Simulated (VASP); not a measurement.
# Co in VASP: a series of runs

The runs below take Co through single point, with PBEsol.

Program: VASP 6.6.1. These are calculated values, not measurements. Logs are shortened: lines on timing, memory, paths and dates and some standing lists are left out, and cuts for length are marked.

## Step 1: The cell of the first run

It takes space group P6_3/mmc (No. 194, hexagonal). The conventional cell has a = 2.421 Å, b = 2.421 Å, c = 3.929 Å, α = 90.00°, β = 90.00°, γ = 120.00°. Within 3.2 Å of Co (site symmetry -6m2) lie 12 Co at 2.41 to 2.42 Å.

## Step 2: Single point, PBEsol, collinear spin, ferromagnetic start

File INCAR:

```
SYSTEM = Co
PREC     = Accurate       ! precision mode
ENCUT    = 520            ! plane-wave cutoff, eV
EDIFF    = 1E-6           ! SCF threshold, eV
ISMEAR   = 0              ! smearing method
SIGMA    = 0.05           ! smearing width, eV
LREAL    = .False.        ! projectors in reciprocal space
LASPH    = .True.         ! aspherical terms in the spheres
NELM     = 150            ! most SCF steps
ALGO     = Fast           ! electronic algorithm
ISIF     = 2              ! what is computed and relaxed
LWAVE    = .False.        ! write WAVECAR
LCHARG   = .True.         ! write CHGCAR
ISPIN    = 2              ! spin polarisation
MAGMOM   = 1.71 1.71      ! initial moments
LORBIT   = 11             ! projections on sites
LMAXMIX  = 4              ! l up to which the mixer works
GGA      = PS             ! functional
LELF     = .True.         ! ELF
LVHAR    = .True.       
NBANDS   = 20             ! bands
```

File KPOINTS:

```
regular mesh
0
Gamma
  15 15 8
  0 0 0
```

File POSCAR:

```
Co
1.0
    2.4208680830      0.0000000000      0.0000000000
   -1.2104340415      2.0965332590      0.0000000000
    0.0000000000      0.0000000000      3.9294452464
Co
2
Direct
    0.3333333333      0.6666666667      0.2500000000
    0.6666666667      0.3333333333      0.7500000000
```

Potentials or basis: VASP PAW PBE potentials, release 64 (Co).

Launch:

```
> cat potpaw_PBE.64/Co/POTCAR > POTCAR
> mpirun -np 1 vasp_std > vasp.out
```

OUTCAR:

```text
SYSTEM = Co
   PREC = Accurate
   ENCUT = 520
   EDIFF = 1E-6
   ISMEAR = 0
   LREAL = .False.
   LASPH = .True.
   NELM = 150
   ISIF = 2
   ISPIN = 2
   LORBIT = 11
   GGA = PS

 ion  position               nearest neighbor table
   1  0.333  0.667  0.250-   2 2.41   2 2.41   2 2.41   2 2.41   2 2.41   2 2.41
   2  0.667  0.333  0.750-   1 2.41   1 2.41   1 2.41   1 2.41   1 2.41   1 2.41

  LATTYP: Found a hexagonal cell.
 ALAT       =     2.4208680830
 C/A-ratio  =     1.6231554598

  Lattice vectors:

 A1 = (   2.4208680830,   0.0000000000,   0.0000000000)
 A2 = (  -1.2104340415,   2.0965332590,   0.0000000000)
 A3 = (   0.0000000000,   0.0000000000,   3.9294452464)

Analysis of symmetry for initial positions (statically):
=====================================================================
 Subroutine PRICEL returns:
 Original cell was already a primitive cell.

 Routine SETGRP: Setting up the symmetry group for a
 hexagonal supercell.

 Subroutine GETGRP returns: Found 24 space group operations
 (whereof 12 operations were pure point group operations)
 out of a pool of 24 trial point group operations.

The static configuration has the point symmetry D_3d.
 The point group associated with its full space group is D_6h.

Analysis of symmetry for dynamics (positions and initial velocities):
=====================================================================
 Subroutine PRICEL returns:
 Original cell was already a primitive cell.

 Routine SETGRP: Setting up the symmetry group for a
 hexagonal supercell.

 Subroutine GETGRP returns: Found 24 space group operations
 (whereof 12 operations were pure point group operations)
 out of a pool of 24 trial point group operations.

The dynamic configuration has the point symmetry D_3d.
 The point group associated with its full space group is D_6h.

Analysis of structural, dynamic, and magnetic symmetry:
=====================================================================
 Subroutine PRICEL returns:
 Original cell was already a primitive cell.

 Routine SETGRP: Setting up the symmetry group for a
 hexagonal supercell.

 Subroutine GETGRP returns: Found 24 space group operations
 (whereof 12 operations were pure point group operations)
 out of a pool of 24 trial point group operations.

The overall configuration has the point symmetry D_3d.
 The point group associated with its full space group is D_6h.

 Subroutine INISYM returns: Found 24 space group operations
 (whereof 12 operations are pure point group operations),
 and found     1 'primitive' translations

----------------------------------------------------------------------------------------

                                     Primitive cell

  volume of cell :      19.9436

  direct lattice vectors                    reciprocal lattice vectors
     2.420868083  0.000000000  0.000000000     0.413074966  0.238488943  0.000000000
    -1.210434041  2.096533259  0.000000000     0.000000000  0.476977885  0.000000000
     0.000000000  0.000000000  3.929445246     0.000000000  0.000000000  0.254488850

  length of vectors
     2.420868083  2.420868083  3.929445246     0.476977885  0.476977885  0.254488850

  position of ions in fractional coordinates (direct lattice)
     0.333333333  0.666666667  0.250000000
     0.666666667  0.333333333  0.750000000

  ion indices of the primitive-cell ions
   primitive index   ion index
                 1           1
                 2           2

----------------------------------------------------------------------------------------

 KPOINTS: regular mesh

Automatic generation of k-mesh.
 Grid dimensions read from file:
 generate k-points for:   15   15    8

 Generating k-lattice:

  Cartesian coordinates                     Fractional coordinates (reciprocal lattice)
     0.027538331  0.015899263  0.000000000     0.066666667  0.000000000  0.000000000
     0.000000000  0.031798526  0.000000000     0.000000000  0.066666667  0.000000000
     0.000000000  0.000000000  0.031811106     0.000000000  0.000000000  0.125000000

  Length of vectors
     0.031798526  0.031798526  0.031811106

  Shift w.r.t. Gamma in fractional coordinates (k-lattice)
     0.000000000  0.000000000  0.000000000

 Subroutine IBZKPT returns following result:
 ===========================================

 Found    135 irreducible k-points:

 Following reciprocal coordinates:
            Coordinates               Weight
  0.000000  0.000000  0.000000      1.000000
  0.066667  0.000000  0.000000      6.000000
  0.133333  0.000000  0.000000      6.000000
  0.200000  0.000000  0.000000      6.000000
  0.266667  0.000000  0.000000      6.000000
  0.333333  0.000000  0.000000      6.000000
[... 16 lines left out ...]
  0.333333  0.200000  0.000000     12.000000
  0.400000  0.200000  0.000000      6.000000
 [... further k-points ...]
   k-points           NKPTS =    135   k-points in BZ     NKDIM =    135   number of bands    NBANDS=     20
[... 29 lines left out ...]
   NUPDOWN=      -1.0000    fix difference up-down
   EMIN   =  10.00;   EMAX   =-10.00  energy-range for DOS
   EFERMI =   0.00;   METHOD = LEGACY
   ISMEAR =     0;   SIGMA  =   0.05  broadening in eV -4-tet -1-fermi 0-gaus
   EFERMI_NEDOS =   21; number of points for ismear=-14 and -15
   IALGO  =     68    algorithm
   IMIX   =      4    mixing-type and parameters
     AMIX     =   0.40;   BMIX     =  1.00
     AMIX_MAG =   1.60;   BMIX_MAG =  1.00
  volume/ion in A,a.u.               =       9.97        67.29
  Fermi-wavevector in a.u.,A,eV,Ry     =   1.582089  2.989715 34.055466  2.503006
  Thomas-Fermi vector in A             =   2.682065
   LORBIT       =     11    0 simple, 1 ext, 2 COOP (PROOUT), +10 PAW based schemes
   GGA     = PS    functional components
   LHFCALC =     F    Hartree Fock is set to
   AEXX    =    0.0000 exact exchange contribution
   IVDW    =     0    specifies the selected vdW correction
   LEPSILON=     F    determine dielectric tensor
   LRPA    =     F    only Hartree local field effects (RPA)
 spin polarized calculation
 RMM-DIIS sequential band-by-band and
 Gauss-broadening in eV      SIGMA  =   0.05
  energy-cutoff  :      520.00
  volume of cell :       19.94
 maximum number of plane-waves:       555
 NGX is ok and might be reduce to    18
   NGX =  9   NGY =  9   NGZ = 15

 number of electron      17.9999995 magnetization       3.1051794

 Free energy of the ion-electron system (eV)
  ---------------------------------------------------
  ext. energy  EPLUGINS =         0.00000000
  ---------------------------------------------------
  free energy    TOTEN  =       -15.45271440 eV

  energy without entropy =      -15.45155623  energy(sigma->0) =      -15.45213531

 E-fermi :  11.3160     XC(G=0): -14.0857

 val. band max:       11.2827465950   @ k =   0.2000   0.0667   0.0000
 cond. band min:      11.3273227455   @ k =   0.2667   0.1333   0.2500
 fundamental gap:      0.0445761505
 Fermi energy:        11.3159734485

 spin component 1

 k-point     1 :       0.0000    0.0000    0.0000
  band No.  band energies     occupation
      1       1.8336      1.00000
      2       5.7474      1.00000
      3       8.5731      1.00000
      4       8.6267      1.00000
      5       8.6267      1.00000
      6       8.9844      1.00000
[... 12 lines left out ...]
     19      38.7273      0.00000
     20      38.7273      0.00000
[... 507 lines left out ...]
 k-point    24 :       0.4000    0.2000    0.0000
  band No.  band energies     occupation
      1       6.5930      1.00000
      2       6.7152      1.00000
      3       6.7632      1.00000
      4       7.8560      1.00000
      5       8.2808      1.00000
      6       8.5300      1.00000
[... 12 lines left out ...]
     19      31.9562      0.00000
     20      41.7696      0.00000

 [... further k-points ...]

 spin component 2

 k-point     1 :       0.0000    0.0000    0.0000
  band No.  band energies     occupation
      1       1.9137      1.00000
      2       6.6741      1.00000
      3      10.1302      1.00000
      4      10.1856      1.00000
      5      10.1856      1.00000
      6      10.5963      1.00000
[... 12 lines left out ...]
     19      39.0869      0.00000
     20      39.0869      0.00000
[... 507 lines left out ...]
 k-point    24 :       0.4000    0.2000    0.0000
  band No.  band energies     occupation
      1       7.6832      1.00000
      2       7.7986      1.00000
      3       7.8598      1.00000
      4       8.7121      1.00000
      5       9.7588      1.00000
      6       9.9397      1.00000
[... 12 lines left out ...]
     19      32.3432      0.00000
     20      42.1413      0.00000

 [... further k-points ...]
[... 5 lines left out ...]
  --------------------------------------------------------------------------------------
  -------------------------------------------------------------------------------------
  Total        1.3147338      1.3147338      0.9631853      0.0000000      0.0000000      0.0000000
  in kB      105.6195413    105.6195413     77.3777895      0.0000000      0.0000000      0.0000000
  external PRESSURE =      96.2056240 kB  Pullay stress =       0.0000000 kB

 VOLUME and BASIS-vectors are now :
 -----------------------------------------------------------------------------
  energy-cutoff  :      520.00
  volume of cell :       19.94
      direct lattice vectors                 reciprocal lattice vectors
     2.420868083  0.000000000  0.000000000     0.413074966  0.238488943  0.000000000
    -1.210434041  2.096533259  0.000000000     0.000000000  0.476977885  0.000000000
     0.000000000  0.000000000  3.929445246     0.000000000  0.000000000  0.254488850

 POSITION                                       TOTAL-FORCE (eV/Angst)
 -----------------------------------------------------------------------------------
     -0.00000      1.39769      0.98236         0.000000      0.000000      0.000000
      1.21043      0.69884      2.94708        -0.000000     -0.000000      0.000000
 -----------------------------------------------------------------------------------
    total drift:                                0.000000     -0.000000     -0.000000

  FREE ENERGIE OF THE ION-ELECTRON SYSTEM (eV)
  ---------------------------------------------------
  free  energy   TOTEN  =       -15.4527143980 eV

  energy  without entropy=      -15.4515562315  energy(sigma->0) =      -15.45213531

 total charge

# of ion       s       p       d       tot
------------------------------------------
    1        0.526   0.603   7.321   8.450
    2        0.526   0.603   7.321   8.450
--------------------------------------------------
tot          1.052   1.207  14.641  16.900

 magnetization (x)

# of ion       s       p       d       tot
------------------------------------------
    1       -0.015  -0.051   1.618   1.552
    2       -0.015  -0.051   1.618   1.552
--------------------------------------------------
tot         -0.030  -0.102   3.236   3.104
```

It took 74 s on 1 thread of AMD EPYC 9R45 (Zen 5), shared host; peak memory 0.16 GiB.

Results:

| Item | Value |
| --- | --- |
| Free energy | -15.4527 eV |
| Pressure | 9.6 GPa |
| Net moment | 3.11 μB per cell |
| Site moments | Co +1.55 μB |
| Valence electrons inside the program's atomic spheres | Co 8.45 |

Levels at points of the mesh, in eV from the Fermi level:
Spin up:
| k point | band 8 | band 9 | band 10 | band 11 | band 12 | band 13 | band 14 | band 15 |
| --- | --- | --- | --- | --- | --- | --- | --- | --- |
| (0.00, 0.00, 0.00) | -1.92 | -1.92 | -0.67 | -0.67 | -0.23 | 7.07 | 22.68 | 26.02 |
| (0.00, 0.00, 0.50) | -2.76 | -1.02 | -1.02 | -1.02 | -1.02 | 15.87 | 15.87 | 23.46 |
Spin down:
```csv
k point,band 4,band 5,band 6,band 7,band 8,band 9,band 10,band 11
"(0.00, 0.00, 0.00)",-1.13,-1.13,-0.72,-0.72,-0.23,-0.23,-0.19,1.13
"(0.00, 0.00, 0.50)",-1.78,-1.20,-1.20,-1.20,-1.20,0.75,0.75,0.75
```

Caveat: the PAW data sets were made with another functional, which shifts forces and pressure a little.

## Step 3: Single point, PBEsol, collinear spin, ferromagnetic start

This run uses another cell than the first one, of 11.08 Å³/atom, 1.111 times its volume.

File INCAR:

```
  PREC = Accurate
  ENCUT = 520
  EDIFF = 1E-7
  ISMEAR = 0
  SIGMA = 0.05
  LREAL = F
  LASPH = T
  NELM = 150
  ALGO = Fast
  ISIF = 2
  LWAVE = F
  LCHARG = F
  ISPIN = 2
  MAGMOM = 3 3
  LORBIT = 11
  LMAXMIX = 4
  GGA = PS
  NBANDS = 20
```

File KPOINTS:

```
Automatic mesh
0
Gamma
  15 15 8
```

File POSCAR:

```
Co
1.0
    2.5074000000      0.0000000000      0.0000000000
   -1.2537000000      2.1714720974      0.0000000000
    0.0000000000      0.0000000000      4.0699000000
Co
2
Direct
    0.3333333333      0.6666666667      0.2500000000
    0.6666666667      0.3333333333      0.7500000000
```

Potentials or basis: VASP PAW PBE potentials, release 64 (Co).

Launch:

```
> cat potpaw_PBE.64/Co/POTCAR > POTCAR
> mpirun -np 1 vasp_std > vasp.out
```

It took 86 s on 1 thread of AMD EPYC 9R45 (Zen 5), shared host; peak memory 0.17 GiB.

Results (log left out):

| Quantity | Value |
| --- | --- |
| Free energy | -15.4050 eV |
| Pressure | -14.1 GPa |
| Net moment | 3.27 μB per cell |
| Site moments | Co +1.65 μB |
| Valence electrons inside the program's atomic spheres | Co 8.23 |

Stress tensor (GPa, compression positive):
```
-13.70   0.00   0.00
  0.00 -13.70   0.00
  0.00   0.00 -14.88
```

Levels at points of the mesh, in eV from the Fermi level:
Spin up:
| k point | band 8 | band 9 | band 10 | band 11 | band 12 | band 13 | band 14 | band 15 |
| --- | --- | --- | --- | --- | --- | --- | --- | --- |
| (0.00, 0.00, 0.00) | -1.88 | -1.88 | -0.83 | -0.83 | -0.15 | 6.11 | 21.80 | 24.18 |
| (0.00, 0.00, 0.50) | -2.60 | -1.13 | -1.13 | -1.13 | -1.13 | 14.65 | 14.65 | 22.51 |
Spin down:
```csv
k point,band 5,band 6,band 7,band 8,band 9,band 10
"(0.00, 0.00, 0.00)",-0.89,-0.54,-0.54,-0.14,-0.11,-0.11
"(0.00, 0.00, 0.50)",-0.95,-0.95,-0.95,-0.95,0.73,0.73
```

Caveat: the PAW data sets were made with another functional, which shifts forces and pressure a little.

## Step 4: Single point, PBEsol, collinear spin, ferromagnetic start

This run uses another cell than the first one, of 11.08 Å³/atom, 1.111 times its volume.

File INCAR:

```
SYSTEM = Co
PREC = Accurate
ENCUT = 520
EDIFF = 1E-6
ISMEAR = 0
SIGMA = 0.05
LREAL = .FALSE.
LASPH = .TRUE.
NELM = 150
ALGO = Normal
ISIF = 2
LWAVE = .FALSE.
LCHARG = .FALSE.
ISPIN = 2
MAGMOM = 1.71 1.71
LORBIT = 11
LMAXMIX = 4
GGA = PS
NBANDS = 20
```

File KPOINTS:

```
Automatic mesh
0
G
  15 15 8
  0 0 0
```

POSCAR is that of step 3.

Launch:

```
> cat potpaw_PBE.64/Co/POTCAR > POTCAR
> mpirun -np 1 vasp_std > vasp.out
```

Run time: 64 s. Hardware: 1 thread of AMD EPYC 9R45 (Zen 5), shared host; peak memory 0.17 GiB.

It converged, with:

```
Free energy                                           : -15.4050 eV
Pressure                                              : -14.2 GPa
Net moment                                            : 3.27 μB per cell
Site moments                                          : Co +1.65 μB
Valence electrons inside the program's atomic spheres : Co 8.23
```

Stress tensor (GPa, compression positive):
```
-13.76   0.00   0.00
  0.00 -13.76   0.00
  0.00   0.00 -14.95
```

Levels at points of the mesh, in eV from the Fermi level:
Spin up:
```tsv
k point	band 9	band 10	band 11	band 12	band 13	band 14
(0.00, 0.00, 0.00)	-1.88	-0.83	-0.83	-0.15	6.11	21.80
(0.00, 0.00, 0.50)	-1.13	-1.13	-1.13	-1.13	14.65	14.65
```
Spin down:
| k point | band 4 | band 5 | band 6 | band 7 | band 8 | band 9 | band 10 | band 11 |
| --- | --- | --- | --- | --- | --- | --- | --- | --- |
| (0.00, 0.00, 0.00) | -0.89 | -0.89 | -0.54 | -0.54 | -0.14 | -0.11 | -0.11 | 1.06 |
| (0.00, 0.00, 0.50) | -1.47 | -0.95 | -0.95 | -0.95 | -0.95 | 0.73 | 0.73 | 0.73 |

Caveat: the PAW data sets were made with another functional, which shifts forces and pressure a little.

## Step 5: Single point, PBEsol, collinear spin, ferromagnetic start

This run uses another cell than the first one, of 11.08 Å³/atom, 1.111 times its volume.

File INCAR:

```
PREC     = Accurate       # precision mode
ENCUT    = 520            # plane-wave cutoff, eV
EDIFF    = 1E-7           # SCF threshold, eV
ISMEAR   = 0              # smearing method
SIGMA    = 0.05           # smearing width, eV
LREAL    = F              # projectors in reciprocal space
LASPH    = T              # aspherical terms in the spheres
NELM     = 150            # most SCF steps
ALGO     = Normal         # electronic algorithm
ISIF     = 2              # what is computed and relaxed
LWAVE    = F              # write WAVECAR
LCHARG   = F              # write CHGCAR
ISPIN    = 2              # spin polarisation
MAGMOM   = 1.71 1.71      # initial moments
LORBIT   = 11             # projections on sites
LMAXMIX  = 4              # l up to which the mixer works
GGA      = PS             # functional
NBANDS   = 20             # bands
```

File KPOINTS:

```
Automatic mesh
0
Gamma
  15 15 8
```

POSCAR, as its differences from that of step 4:

```diff
@@ -8,3 +8,3 @@
 Direct
-    0.3333333333      0.6666666667      0.2500000000
+    0.3333333333      0.6666666667      0.2745706283
     0.6666666667      0.3333333333      0.7500000000
```

Launch:

```
> cat potpaw_PBE.64/Co/POTCAR > POTCAR
> mpirun -np 1 vasp_std > vasp.out
```

Wall time 98 s (1 thread of AMD EPYC 9R45 (Zen 5), shared host); peak memory 0.2 GiB.

The run converged. Its results:

- Free energy: -15.3816 eV
- Pressure: -12.8 GPa
- Largest force: 0.527 eV/Å
- Net moment: 3.29 μB per cell
- Site moments: Co +1.66 μB
- Valence electrons inside the program's atomic spheres: Co 8.24

Forces on the atoms (eV/Å):
```
Co   0.000  0.000 -0.527
Co   0.000  0.000  0.527
```

Stress tensor (GPa, compression positive):
```
-13.01   0.00   0.00
  0.00 -13.01   0.00
  0.00   0.00 -12.34
```

Levels at points of the mesh, in eV from the Fermi level:
Spin up:
| k point | band 8 | band 9 | band 10 | band 11 | band 12 | band 13 | band 14 | band 15 |
| --- | --- | --- | --- | --- | --- | --- | --- | --- |
| (0.00, 0.00, 0.00) | -1.92 | -1.92 | -0.85 | -0.85 | -0.14 | 6.01 | 21.75 | 24.15 |
| (0.00, 0.00, 0.50) | -2.64 | -1.29 | -1.29 | -1.05 | -1.05 | 13.90 | 15.32 | 22.32 |
Spin down:
```csv
k point,band 4,band 5,band 6,band 7,band 8,band 9,band 10,band 11
"(0.00, 0.00, 0.00)",-0.95,-0.95,-0.66,-0.66,-0.10,-0.10,-0.09,1.04
"(0.00, 0.00, 0.50)",-1.22,-1.02,-1.02,-1.01,-1.01,0.61,0.61,0.79
```

Caveat: the PAW data sets were made with another functional, which shifts forces and pressure a little.
